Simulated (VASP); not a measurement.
# Ag (R-3m) in VASP: further runs

Runs on Ag. Level: PBE. Tasks: single point.

Program: VASP 6.6.1. These are calculated values, not measurements. Logs are shortened: lines on timing, memory, paths and dates and some standing lists are left out, and cuts for length are marked.

### 1 The cell of the first run

It takes space group R-3m (No. 166, trigonal). Conventional cell: a = 2.936 Å, b = 2.936 Å, c = 21.550 Å, α = 90.00°, β = 90.00°, γ = 120.00°. Ag (site symmetry -3m) has 12 Ag at 2.93 to 2.94 Å within 3.9 Å. Within 3.9 Å of Ag (site symmetry 3m) lie 12 Ag at 2.93 to 2.94 Å.

### 2 Single point, PBE

INCAR

```
SYSTEM = Ag
PREC = Accurate ; ENCUT = 520
EDIFF = 1E-7 ; ISMEAR = 0
SIGMA = 0.1 ; LREAL = .FALSE.
LASPH = .TRUE. ; NELM = 100
ALGO = Normal ; ISIF = 2
LWAVE = .FALSE. ; LCHARG = .TRUE.
GGA = PE ; LELF = .TRUE.
LVHAR = .TRUE. ; NBANDS = 24
```

KPOINTS

```
regular mesh
0
G
  18 18 18
  0 0 0
```

POSCAR

```
Ag
1.0
    1.4677845781      0.8474258213      7.1833202727
   -1.4677845781      0.8474258213      7.1833202727
    0.0000000000     -1.6948516426      7.1833202727
Ag
3
Direct
    0.0000000000      0.0000000000      0.0000000000
    0.7777073672      0.7777073672      0.7777073672
    0.2222926328      0.2222926328      0.2222926328
```

Potentials or basis: VASP PAW PBE potentials, release 64 (Ag).

Launch:

```console
cat potpaw_PBE.64/Ag/POTCAR > POTCAR
mpirun -np 1 vasp_std > vasp.out
```

OUTCAR:

```text
SYSTEM = Ag
   PREC = Accurate
   ENCUT = 520
   EDIFF = 1E-7
   ISMEAR = 0
   LREAL = .FALSE.
   LASPH = .TRUE.
   NELM = 100
   ISIF = 2
   GGA = PE

 ion  position               nearest neighbor table
   1  0.000  0.000  0.000-   2 2.93   2 2.93   3 2.93   3 2.93   2 2.93   3 2.93
   2  0.778  0.778  0.778-   1 2.93   1 2.93   1 2.93   3 2.94   3 2.94   3 2.94
   3  0.222  0.222  0.222-   1 2.93   1 2.93   1 2.93   2 2.94   2 2.94   2 2.94

  LATTYP: Found a trigonal (rhomboedric) cell.
 ALAT       =     7.3805563632
 COS(alpha) =     0.9209000090

  Lattice vectors:

 A1 = (   1.4677845781,   0.8474258213,   7.1833202727)
 A2 = (  -1.4677845781,   0.8474258213,   7.1833202727)
 A3 = (   0.0000000000,  -1.6948516426,   7.1833202727)

Analysis of symmetry for initial positions (statically):
=====================================================================
 Subroutine PRICEL returns:
 Original cell was already a primitive cell.

 Routine SETGRP: Setting up the symmetry group for a
 trigonal (rhombohedral) supercell.

 Subroutine GETGRP returns: Found 12 space group operations
 (whereof 12 operations were pure point group operations)
 out of a pool of 12 trial point group operations.

The static configuration has the point symmetry D_3d.

Analysis of symmetry for dynamics (positions and initial velocities):
=====================================================================
 Subroutine PRICEL returns:
 Original cell was already a primitive cell.

 Routine SETGRP: Setting up the symmetry group for a
 trigonal (rhombohedral) supercell.

 Subroutine GETGRP returns: Found 12 space group operations
 (whereof 12 operations were pure point group operations)
 out of a pool of 12 trial point group operations.

The dynamic configuration has the point symmetry D_3d.

 Subroutine INISYM returns: Found 12 space group operations
 (whereof 12 operations are pure point group operations),
 and found     1 'primitive' translations

----------------------------------------------------------------------------------------

                                     Primitive cell

  volume of cell :      53.6093

  direct lattice vectors                    reciprocal lattice vectors
     1.467784578  0.847425821  7.183320273     0.340649444  0.196674048  0.046403797
    -1.467784578  0.847425821  7.183320273    -0.340649444  0.196674048  0.046403797
     0.000000000 -1.694851643  7.183320273     0.000000000 -0.393348096  0.046403797

  length of vectors
     7.380556363  7.380556363  7.380556363     0.396075797  0.396075797  0.396075797

  position of ions in fractional coordinates (direct lattice)
     0.000000000  0.000000000  0.000000000
     0.777707367  0.777707367  0.777707367
     0.222292633  0.222292633  0.222292633

  ion indices of the primitive-cell ions
   primitive index   ion index
                 1           1
                 2           2
                 3           3

----------------------------------------------------------------------------------------

 KPOINTS: regular mesh

Automatic generation of k-mesh.
 Grid dimensions read from file:
 generate k-points for:   18   18   18

 Generating k-lattice:

  Cartesian coordinates                     Fractional coordinates (reciprocal lattice)
     0.018924969  0.010926336  0.002577989     0.055555556  0.000000000  0.000000000
    -0.018924969  0.010926336  0.002577989     0.000000000  0.055555556  0.000000000
     0.000000000 -0.021852672  0.002577989     0.000000000  0.000000000  0.055555556

  Length of vectors
     0.022004211  0.022004211  0.022004211

  Shift w.r.t. Gamma in fractional coordinates (k-lattice)
     0.000000000  0.000000000  0.000000000

 Subroutine IBZKPT returns following result:
 ===========================================

 Found    580 irreducible k-points:

 Following reciprocal coordinates:
            Coordinates               Weight
  0.000000  0.000000  0.000000      1.000000
  0.055556 -0.000000  0.000000      6.000000
  0.111111 -0.000000  0.000000      6.000000
  0.166667 -0.000000  0.000000      6.000000
  0.222222 -0.000000  0.000000      6.000000
  0.277778 -0.000000  0.000000      6.000000
[... 16 lines left out ...]
 -0.277778  0.055556  0.000000     12.000000
 -0.222222  0.055556  0.000000     12.000000
 [... further k-points ...]
   k-points           NKPTS =    580   k-points in BZ     NKDIM =    580   number of bands    NBANDS=     24
   number of dos      NEDOS =    301   number of ions     NIONS =      3
   total plane-waves  NPLWV = 175616
   dimension x,y,z NGX =    56 NGY =   56 NGZ =   56
   dimension x,y,z NGXF=   112 NGYF=  112 NGZF=  112
   ions per type =               3
   NGX,Y,Z   is equivalent  to a cutoff of  12.61, 12.61, 12.61 a.u.
   NGXF,Y,Z  is equivalent  to a cutoff of  25.23, 25.23, 25.23 a.u.
 SYSTEM =  Ag
   PREC   = accura    normal or accurate (medium, high low for compatibility)
   ISTART =      0    job   : 0-new  1-cont  2-samecut
   ICHARG =      2    charge: 1-file 2-atom 10-const
   ISPIN  =      1    spin polarized calculation?
   LNONCOLLINEAR =      F non collinear calculations
   LSORBIT =      F    spin-orbit coupling
   LASPH  =      T    aspherical Exc in radial PAW
   ENCUT  =  520.0 eV  38.22 Ry    6.18 a.u.  13.72 13.72 13.72*2*pi/ulx,y,z
   NELM   =    100;   NELMIN=  2; NELMDL= -5     # of ELM steps
   EDIFF  = 0.1E-06   stopping-criterion for ELM
   LREAL  =      F    real-space projection
   EDIFFG = 0.1E-05   stopping-criterion for IOM
   NSW    =      0    number of steps for IOM
   IBRION =     -1    ionic relax: 0-MD 1-quasi-New 2-CG
   NFREE  =      0    steps in history (QN), initial steepest desc. (CG)
   ISIF   =      2    stress and relaxation
   ISYM   =      2    0-nonsym 1-usesym 2-fastsym
   POTIM  = 0.5000    time-step for ionic-motion
   TEBEG  =    0.0;   TEEND  =   0.0 temperature during run
   PSTRESS=    0.0 pullay stress
   NELECT =      33.0000    total number of electrons
   NUPDOWN=      -1.0000    fix difference up-down
   EMIN   =  10.00;   EMAX   =-10.00  energy-range for DOS
   EFERMI =   0.00;   METHOD = LEGACY
   ISMEAR =     0;   SIGMA  =   0.10  broadening in eV -4-tet -1-fermi 0-gaus
   EFERMI_NEDOS =   21; number of points for ismear=-14 and -15
   IALGO  =     38    algorithm
   IMIX   =      4    mixing-type and parameters
     AMIX     =   0.40;   BMIX     =  1.00
     AMIX_MAG =   1.60;   BMIX_MAG =  1.00
  volume/ion in A,a.u.               =      17.87       120.59
  Fermi-wavevector in a.u.,A,eV,Ry     =   1.392620  2.631670 26.387011  1.939391
  Thomas-Fermi vector in A             =   2.516345
   LORBIT       =      0    0 simple, 1 ext, 2 COOP (PROOUT), +10 PAW based schemes
   GGA     = PE    functional components
   LHFCALC =     F    Hartree Fock is set to
   AEXX    =    0.0000 exact exchange contribution
   IVDW    =     0    specifies the selected vdW correction
   LEPSILON=     F    determine dielectric tensor
   LRPA    =     F    only Hartree local field effects (RPA)
 non-spin polarized calculation
 Gauss-broadening in eV      SIGMA  =   0.10
  energy-cutoff  :      520.00
  volume of cell :       53.61
 maximum number of plane-waves:      1482
   NGX = 27   NGY = 27   NGZ = 27

 number of electron      33.0000001 magnetization

 Free energy of the ion-electron system (eV)
  ---------------------------------------------------
  ext. energy  EPLUGINS =         0.00000000
  ---------------------------------------------------
  free energy    TOTEN  =        -8.14929654 eV

  energy without entropy =       -8.14523488  energy(sigma->0) =       -8.14726571

 E-fermi :   7.8024     XC(G=0): -11.9309

 val. band max:        7.7998891828   @ k =  -0.2778  -0.4444   0.2222
 cond. band min:       7.8045515964   @ k =  -0.3889   0.1111   0.1111
 fundamental gap:      0.0046624136
 Fermi energy:         7.8023870085

 k-point     1 :       0.0000    0.0000    0.0000
  band No.  band energies     occupation
      1       0.3655      2.00000
      2       1.7979      2.00000
      3       1.8052      2.00000
      4       3.1406      2.00000
      5       3.1406      2.00000
      6       3.1544      2.00000
[... 16 lines left out ...]
     23      24.7031      0.00000
     24      25.7726      0.00000

 k-point     2 :       0.0556   -0.0000    0.0000
  band No.  band energies     occupation
      1       0.4494      2.00000
      2       1.8553      2.00000
      3       1.8642      2.00000
      4       3.1106      2.00000
      5       3.1203      2.00000
      6       3.1768      2.00000
[... 16 lines left out ...]
     23      24.4412      0.00000
     24      25.0248      0.00000

 k-point     3 :       0.1111   -0.0000    0.0000
  band No.  band energies     occupation
      1       0.6938      2.00000
      2       2.0134      2.00000
      3       2.0256      2.00000
      4       3.0154      2.00000
      5       3.0421      2.00000
      6       3.2206      2.00000
[... 16 lines left out ...]
     23      23.9683      0.00000
     24      24.1784      0.00000

 k-point     4 :       0.1667   -0.0000    0.0000
  band No.  band energies     occupation
      1       1.0706      2.00000
      2       2.2173      2.00000
      3       2.2237      2.00000
      4       2.8471      2.00000
      5       2.9521      2.00000
      6       3.0796      2.00000
[... 16 lines left out ...]
     23      23.0985      0.00000
     24      23.6638      0.00000

 k-point     5 :       0.2222   -0.0000    0.0000
  band No.  band energies     occupation
      1       1.5040      2.00000
      2       2.2944      2.00000
      3       2.3545      2.00000
      4       2.6351      2.00000
      5       2.8398      2.00000
      6       3.0338      2.00000
[... 451 lines left out ...]
 k-point    22 :      -0.3333    0.0556   -0.0000
  band No.  band energies     occupation
      1       1.8714      2.00000
      2       2.0720      2.00000
      3       2.1740      2.00000
      4       2.3247      2.00000
      5       2.4613      2.00000
      6       3.2062      2.00000
[... 16 lines left out ...]
     23      19.3165      0.00000
     24      19.6184      0.00000

 k-point    23 :      -0.2778    0.0556    0.0000
  band No.  band energies     occupation
      1       1.9309      2.00000
      2       2.1882      2.00000
      3       2.2707      2.00000
      4       2.4400      2.00000
      5       2.5806      2.00000
      6       3.2066      2.00000
[... 16 lines left out ...]
     23      19.8765      0.00000
     24      20.1336      0.00000

 k-point    24 :      -0.2222    0.0556    0.0000
  band No.  band energies     occupation
      1       1.7461      2.00000
      2       2.3084      2.00000
      3       2.3824      2.00000
      4       2.5754      2.00000
      5       2.7203      2.00000
      6       3.0268      2.00000
[... 16 lines left out ...]
     23      20.6823      0.00000
     24      21.4535      0.00000

 [... further k-points ...]
[... 5 lines left out ...]
  --------------------------------------------------------------------------------------
  -------------------------------------------------------------------------------------
  Total       -0.0456434     -0.0456434     -0.0401472      0.0000000      0.0000000      0.0000000
  in kB       -1.3641065     -1.3641065     -1.1998464      0.0000000      0.0000000      0.0000000
  external PRESSURE =      -1.3093532 kB  Pullay stress =       0.0000000 kB

 VOLUME and BASIS-vectors are now :
 -----------------------------------------------------------------------------
  energy-cutoff  :      520.00
  volume of cell :       53.61
      direct lattice vectors                 reciprocal lattice vectors
     1.467784578  0.847425821  7.183320273     0.340649444  0.196674048  0.046403797
    -1.467784578  0.847425821  7.183320273    -0.340649444  0.196674048  0.046403797
     0.000000000 -1.694851643  7.183320273     0.000000000 -0.393348096  0.046403797

 POSITION                                       TOTAL-FORCE (eV/Angst)
 -----------------------------------------------------------------------------------
      0.00000      0.00000      0.00000         0.000000     -0.000000     -0.000000
      0.00000      0.00000     16.75956         0.000000      0.000000      0.000452
      0.00000      0.00000      4.79040         0.000000      0.000000     -0.000452
 -----------------------------------------------------------------------------------
    total drift:                               -0.000000      0.000000     -0.000000

  FREE ENERGIE OF THE ION-ELECTRON SYSTEM (eV)
  ---------------------------------------------------
  free  energy   TOTEN  =        -8.1492965356 eV

  energy  without entropy=       -8.1452348832  energy(sigma->0) =       -8.14726571
```

It took 41 min on 1 thread of Intel Xeon Platinum 8488C (Sapphire Rapids), shared host; peak memory 0.85 GiB.

Results:

| Property | Result |
| --- | --- |
| Free energy | -8.1493 eV |
| Pressure | -0.1 GPa |

Levels at points of the mesh, in eV from the Fermi level:
```tsv
k point	band 15	band 16	band 17	band 18	band 19	band 20
(0.00, 0.00, 0.00)	-3.19	-3.19	-3.17	-3.17	7.68	7.70
(0.50, 0.00, 0.00)	-2.86	-0.02	1.23	1.23	4.69	4.91
(0.50, 0.50, 0.00)	-2.83	0.31	0.53	1.47	3.86	5.79
(0.50, 0.50, 0.50)	-3.59	-3.04	-3.04	-0.27	3.35	13.80
```

### 3 Single point, PBE

This run uses another cell than the first one, of 18.05 Å³/atom, 1.010 times its volume.

INCAR

```
SYSTEM = Ag
PREC = Accurate
ENCUT = 520
EDIFF = 1E-7
ISMEAR = 0
SIGMA = 0.1
LREAL = .FALSE.
LASPH = .TRUE.
NELM = 100
ALGO = Normal
ISIF = 2
LWAVE = .FALSE.
LCHARG = .FALSE.
GGA = PE
NBANDS = 24
```

KPOINTS

```
regular mesh
0
G
  6 6 6
  0 0 0
```

POSCAR

```
Ag
1.0
    1.4730471633      0.8504641762      7.2046500000
   -1.4730471633      0.8504641762      7.2046500000
    0.0000000000     -1.7009283525      7.2046500000
Ag
3
Direct
    0.0000000000      0.0000000000      0.0000000000
    0.7777190000      0.7777190000      0.7777190000
    0.2222810000      0.2222810000      0.2222810000
```

Potentials or basis: VASP PAW PBE potentials, release 64 (Ag).

Launch:

```console
cat potpaw_PBE.64/Ag/POTCAR > POTCAR
mpirun -np 1 vasp_std > vasp.out
```

It took 3.6 min on 1 thread of Intel Xeon Platinum 8488C (Sapphire Rapids), shared host; peak memory 0.38 GiB.

It converged, with:

* Free energy: -8.0356 eV
* Pressure: -0.2 GPa
* Largest force: 0.006 eV/Å

Forces in eV/Å, atoms in the order of the input:
```
Ag   0.000  0.000  0.000
Ag   0.000  0.000  0.006
Ag   0.000  0.000 -0.006
```

Stress tensor (GPa, compression positive):
```
 0.08  0.00  0.00
 0.00  0.08  0.00
 0.00  0.00 -0.83
```

Levels at points of the mesh, in eV from the Fermi level:
```
           k point  band 14  band 15  band 16  band 17  band 18  band 19  band 20  band 21
(0.00, 0.00, 0.00)    -3.22    -3.11    -3.11    -3.08    -3.08     7.68     7.70    15.42
(0.50, 0.00, 0.00)    -2.80    -2.79     0.04     1.27     1.29     4.69     4.92     6.05
(0.50, 0.50, 0.00)    -2.80    -2.76     0.38     0.58     1.51     3.86     5.80     7.96
(0.50, 0.50, 0.50)    -3.51    -3.51    -2.97    -2.97    -0.19     3.37    13.80    13.89
```

Caveat: the k points lie up to 0.41 Å⁻¹ apart.
